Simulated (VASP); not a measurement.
# TaN (Immm) in VASP: a series of runs, part 2 of 2

VASP 6.6.1.

**3. Single point, PBE (engineering shear strain xz -0.2000, normal strain along z +0.0000)**

File INCAR:

```
SYSTEM = TaN
PREC     = Accurate       ! precision mode
ENCUT    = 520            ! plane-wave cutoff, eV
EDIFF    = 1E-7           ! SCF threshold, eV
ISMEAR   = 0              ! smearing method
SIGMA    = 0.15           ! smearing width, eV
LREAL    = .False.        ! projectors in reciprocal space
LASPH    = .True.         ! aspherical terms in the spheres
NELM     = 60             ! most SCF steps
ALGO     = Normal         ! electronic algorithm
ISIF     = 2              ! what is computed and relaxed
LWAVE    = .False.        ! write WAVECAR
LCHARG   = .False.        ! write CHGCAR
GGA      = PE             ! functional
NBANDS   = 15             ! bands
```

File KPOINTS:

```
Automatic mesh
0
Gamma
  18 18 18
  0 0 0
```

File POSCAR:

```
TaN
1.0
   -0.2208112257      2.2081122570      2.2081122570
    1.9873010313      0.0000000000      1.9873010313
    2.2081122570      2.2081122570     -0.2208112257
Ta N
1 1
Direct
    0.5000000000      0.5000000000      0.5000000000
    0.0000000000      0.0000000000      0.0000000000
```

Potentials or basis: VASP PAW PBE potentials, release 64 (Ta_pv, N).

Command:

```
$ cat potpaw_PBE.64/Ta_pv/POTCAR potpaw_PBE.64/N/POTCAR > POTCAR
$ mpirun -np 1 vasp_std > vasp.out
```

OUTCAR:

```text
SYSTEM = TaN
   PREC = Accurate
   ENCUT = 520
   EDIFF = 1E-7
   ISMEAR = 0
   LREAL = .False.
   LASPH = .True.
   NELM = 60
   ISIF = 2
   GGA = PE

 ion  position               nearest neighbor table
   1  0.500  0.500  0.500-   2 2.21   2 2.21   2 2.22   2 2.22   2 2.22   2 2.22
   2  0.000  0.000  0.000-   1 2.21   1 2.21   1 2.22   1 2.22   1 2.22   1 2.22

  LATTYP: Found a body centered orthorhombic cell.
 ALAT       =     2.8104680710
 B/A-ratio  =     1.2222222222
 C/A-ratio  =     1.5713484026

  Lattice vectors:

 A1 = (   2.2081122570,  -2.2081122570,  -0.2208112257)
 A2 = (  -2.2081122570,  -2.2081122570,   0.2208112257)
 A3 = (   0.2208112257,   2.2081122570,  -2.2081122570)

Analysis of symmetry for initial positions (statically):
=====================================================================
 Subroutine PRICEL returns:
 Original cell was already a primitive cell.

 Routine SETGRP: Setting up the symmetry group for a
 body centered orthorhombic supercell.

 Subroutine GETGRP returns: Found  8 space group operations
 (whereof  8 operations were pure point group operations)
 out of a pool of  8 trial point group operations.

The static configuration has the point symmetry D_2h.

Analysis of symmetry for dynamics (positions and initial velocities):
=====================================================================
 Subroutine PRICEL returns:
 Original cell was already a primitive cell.

 Routine SETGRP: Setting up the symmetry group for a
 body centered orthorhombic supercell.

 Subroutine GETGRP returns: Found  8 space group operations
 (whereof  8 operations were pure point group operations)
 out of a pool of  8 trial point group operations.

The dynamic configuration has the point symmetry D_2h.

 Subroutine INISYM returns: Found  8 space group operations
 (whereof  8 operations are pure point group operations),
 and found     1 'primitive' translations

----------------------------------------------------------------------------------------

                                     Primitive cell

[... 121 lines left out ...]
 non-spin polarized calculation
 Gauss-broadening in eV      SIGMA  =   0.15
  energy-cutoff  :      520.00
  volume of cell :       21.32
 maximum number of plane-waves:       596
   NGX = 11   NGY = 11   NGZ = 11

 number of electron      15.9999998 magnetization

 Free energy of the ion-electron system (eV)
  ---------------------------------------------------
  ext. energy  EPLUGINS =         0.00000000
  ---------------------------------------------------
  free energy    TOTEN  =       -21.70371909 eV

  energy without entropy =      -21.69455518  energy(sigma->0) =      -21.69913714

 E-fermi :   9.1237     XC(G=0): -13.4208

 val. band max:        9.1179797530   @ k =  -0.3889  -0.1111   0.0556
 cond. band min:       9.1278757359   @ k =  -0.1111   0.3889   0.0556
 fundamental gap:      0.0098959829
 Fermi energy:         9.1236532969

 k-point     1 :       0.0000    0.0000    0.0000
  band No.  band energies     occupation
      1     -26.4297      2.00000
      2     -26.4232      2.00000
      3     -25.9792      2.00000
      4      -9.2609      2.00000
      5       5.3920      2.00000
      6       5.6334      2.00000
      7       5.9953      2.00000
      8       6.4538      2.00000
      9       6.6344      2.00000
     10       9.1613      0.72298
     11       9.6824      0.00000
     12      10.1432      0.00000
     13      11.8436      0.00000
     14      19.3372      0.00000
[... 401 lines left out ...]
      2     -26.4182      2.00000
      3     -26.0627      2.00000
      4      -7.6206      2.00000
      5       0.8341      2.00000
      6       2.7017      2.00000
      7       4.3919      2.00000
      8       7.9578      2.00000
      9       9.2750      0.15358
     10      11.1594      0.00000
     11      13.1705      0.00000
     12      14.6960      0.00000
     13      14.8319      0.00000
     14      20.8189      0.00000
     15      21.8302      0.00000

 [... further k-points ...]

------------------------ aborting loop because EDIFF is reached ----------------------------------------

  FORCE on cell =-STRESS in cart. coord.  units (eV):
  Direction    XX          YY          ZZ          XY          YZ          ZX
  --------------------------------------------------------------------------------------
  -------------------------------------------------------------------------------------
  Total        1.3714088     -0.5356056      1.3714088      0.0000000      0.0000000      0.9709671
  in kB      103.0739421    -40.2556716    103.0739421      0.0000000      0.0000000     72.9770777
  external PRESSURE =      55.2974042 kB  Pullay stress =       0.0000000 kB

 VOLUME and BASIS-vectors are now :
 -----------------------------------------------------------------------------
  energy-cutoff  :      520.00
  volume of cell :       21.32
      direct lattice vectors                 reciprocal lattice vectors
    -0.220811226  2.208112257  2.208112257    -0.205852512  0.226437763  0.205852512
     1.987301031  0.000000000  1.987301031     0.251597514 -0.226437763  0.251597514
     2.208112257  2.208112257 -0.220811226     0.205852512  0.226437763 -0.205852512

 POSITION                                       TOTAL-FORCE (eV/Angst)
 -----------------------------------------------------------------------------------
      1.98730      2.20811      1.98730        -0.000000     -0.000000      0.000000
      0.00000      0.00000      0.00000         0.000000      0.000000     -0.000000
 -----------------------------------------------------------------------------------
    total drift:                                0.000000     -0.000000      0.000000

  FREE ENERGIE OF THE ION-ELECTRON SYSTEM (eV)
  ---------------------------------------------------
  free  energy   TOTEN  =       -21.7037190937 eV

  energy  without entropy=      -21.6945551836  energy(sigma->0) =      -21.69913714
```

OSZICAR:

```text
N       E                     dE             d eps       ncg     rms          rms(c)
DAV:   1     0.897271797328E+02    0.89727E+02   -0.88001E+03 25996   0.113E+03
DAV:   2    -0.219235540330E+02   -0.11165E+03   -0.10494E+03 32005   0.302E+02
DAV:   3    -0.247035855040E+02   -0.27800E+01   -0.27619E+01 28883   0.445E+01
DAV:   4    -0.247147392841E+02   -0.11154E-01   -0.11149E-01 33985   0.300E+00
DAV:   5    -0.247148152443E+02   -0.75960E-04   -0.75958E-04 29172   0.218E-01    0.236E+01
DAV:   6    -0.217938749331E+02    0.29209E+01   -0.55162E+00 31573   0.262E+01    0.972E+00
DAV:   7    -0.217380205493E+02    0.55854E-01   -0.68620E-01 29821   0.646E+00    0.684E+00
DAV:   8    -0.217111745852E+02    0.26846E-01   -0.16124E-01 32376   0.338E+00    0.161E+00
DAV:   9    -0.217037642530E+02    0.74103E-02   -0.18423E-02 28925   0.112E+00    0.222E-01
DAV:  10    -0.217037633128E+02    0.94027E-06   -0.11463E-03 31761   0.385E-01    0.475E-02
DAV:  11    -0.217037197015E+02    0.43611E-04   -0.77782E-05 29851   0.102E-01    0.120E-02
DAV:  12    -0.217037194140E+02    0.28745E-06   -0.74506E-06 30374   0.259E-02    0.236E-03
DAV:  13    -0.217037192556E+02    0.15839E-06   -0.11984E-07 26279   0.305E-03    0.124E-03
DAV:  14    -0.217037190889E+02    0.16674E-06   -0.15125E-08 16475   0.154E-03    0.339E-04
DAV:  15    -0.217037190937E+02   -0.48549E-08   -0.20310E-09 14417   0.595E-04
   1 F= -.21703719E+02 E0= -.21699137E+02  d E =-.916391E-02
```

stdout:

```text
POSCAR found type information on POSCAR TaN
 POSCAR found :  2 types and       2 ions
 scaLAPACK will be used
 LDA part: xc-table for (Slater+PW92), standard interpolation
 POSCAR, INCAR and KPOINTS ok, starting setup
 FFT: planning ... GRIDC
 FFT: planning ... GRID_SOFT
 FFT: planning ... GRID
 WAVECAR not read
 entering main loop
```

It took 94 s on 1 thread of Intel Xeon 6975P-C (Granite Rapids), shared host; peak memory 0.38 GiB.

What came out:

```
Free energy            : -21.7037 eV
Pressure               : 5.5 GPa
Band gap on the k mesh : zero (bands 8 and 9 overlap by 3.93 eV)
```

Levels at points of the mesh, in eV from the Fermi level:
```
           k point  band 6  band 7  band 8  band 9  band 10  band 11
(0.00, 0.00, 0.00)   -3.49   -3.13   -2.67   -2.49     0.04     0.56
(0.50, 0.00, 0.00)   -7.21   -5.37   -0.58    2.83     3.07     4.78
(0.00, 0.50, 0.00)   -8.10   -6.92    1.25    1.80     4.14     5.40
(0.50, 0.50, 0.00)   -5.07   -4.15   -4.12    1.55     3.51     3.65
(0.50, 0.00, 0.50)   -5.15   -4.88   -3.08    2.94     3.90     4.04
```

Caveat: the cell differs from its parent crystal (engineering shear strain xz -0.2000, normal strain along z +0.0000); the stress differs along the axes, from -4 to 10 GPa; spin-orbit coupling is left out, which moves the levels of the heavy elements.

**4. Single point, PBE (engineering shear strain xz -0.1000, normal strain along z +0.0000)**

File INCAR:

```
SYSTEM = TaN
PREC     = Accurate       ! precision mode
ENCUT    = 520            ! plane-wave cutoff, eV
EDIFF    = 1E-6           ! SCF threshold, eV
ISMEAR   = 0              ! smearing method
SIGMA    = 0.15           ! smearing width, eV
LREAL    = .False.        ! projectors in reciprocal space
LASPH    = .True.         ! aspherical terms in the spheres
NELM     = 80             ! most SCF steps
ALGO     = Normal         ! electronic algorithm
ISIF     = 2              ! what is computed and relaxed
LWAVE    = .False.        ! write WAVECAR
LCHARG   = .True.         ! write CHGCAR
GGA      = PE             ! functional
LELF     = .True.         ! ELF
LVHAR    = .True.       
NBANDS   = 15             ! bands
```

File KPOINTS:

```
regular mesh
0
Gamma
  18 18 18
  0 0 0
```

File POSCAR:

```
TaN
1.0
   -0.1104056128      2.2081122570      2.2081122570
    2.0977066441      0.0000000000      2.0977066441
    2.2081122570      2.2081122570     -0.1104056128
Ta N
1 1
Direct
    0.5000000000      0.5000000000      0.5000000000
    0.0000000000      0.0000000000      0.0000000000
```

Command:

```
$ cat potpaw_PBE.64/Ta_pv/POTCAR potpaw_PBE.64/N/POTCAR > POTCAR
$ mpirun -np 1 vasp_std > vasp.out
```

Run time: 81 s. Hardware: 1 thread of Intel Xeon 6975P-C (Granite Rapids), shared host; peak memory 0.38 GiB.

Results (log left out):

```yaml
Free_energy: -21.7924 eV
Pressure: 2.2 GPa
Band_gap_on_the_k_mesh: zero (bands 8 and 9 overlap by 3.85 eV)
```

Stress tensor (GPa, compression positive):
```
 3.61  0.00  5.43
 0.00 -0.58  0.00
 5.43  0.00  3.61
```

Levels at points of the mesh, in eV from the Fermi level:
| k point | band 6 | band 7 | band 8 | band 9 | band 10 | band 11 |
| --- | --- | --- | --- | --- | --- | --- |
| (0.00, 0.00, 0.00) | -3.73 | -3.35 | -2.75 | -2.31 | -1.18 | 0.21 |
| (0.50, 0.00, 0.00) | -7.47 | -6.65 | 0.49 | 2.30 | 2.34 | 4.12 |
| (0.00, 0.50, 0.00) | -8.00 | -7.34 | 1.53 | 1.67 | 3.51 | 3.75 |
| (0.50, 0.50, 0.00) | -5.32 | -4.52 | -4.51 | 1.88 | 3.45 | 3.45 |
| (0.50, 0.00, 0.50) | -5.35 | -4.91 | -4.04 | 2.26 | 3.56 | 3.59 |

Caveat: the cell differs from its parent crystal (engineering shear strain xz -0.1000, normal strain along z +0.0000); spin-orbit coupling is left out, which moves the levels of the heavy elements.

**5. The runs side by side**

```tsv
cell	gap on the mesh (eV)	pressure (GPa)
a = 3.140, b = 2.654 Å, angles 65.0, 69.8, 65.0°, 2 atoms	none	10.8
a = 3.131, b = 2.810 Å, angles 63.3, 66.5, 63.3°, 2 atoms	none	5.5
a = 3.125, b = 2.967 Å, angles 61.7, 63.3, 61.7°, 2 atoms	none	2.2
```

Alike in all rows: task single point; level PBE; potentials or basis VASP PAW PBE potentials, release 64 (Ta_pv, N); no spin polarisation; k mesh 18 × 18 × 18; cutoff (eV) 520; smearing gaussian 0.15 eV.

Caveats: spin-orbit coupling is left out, which moves the levels of the heavy elements; the stress differs along the axes, from -7 to 20 GPa (at least some runs); the stress differs along the axes, from -4 to 10 GPa (at least some runs).

Absolute energies hang on the potentials; compare differences alone.
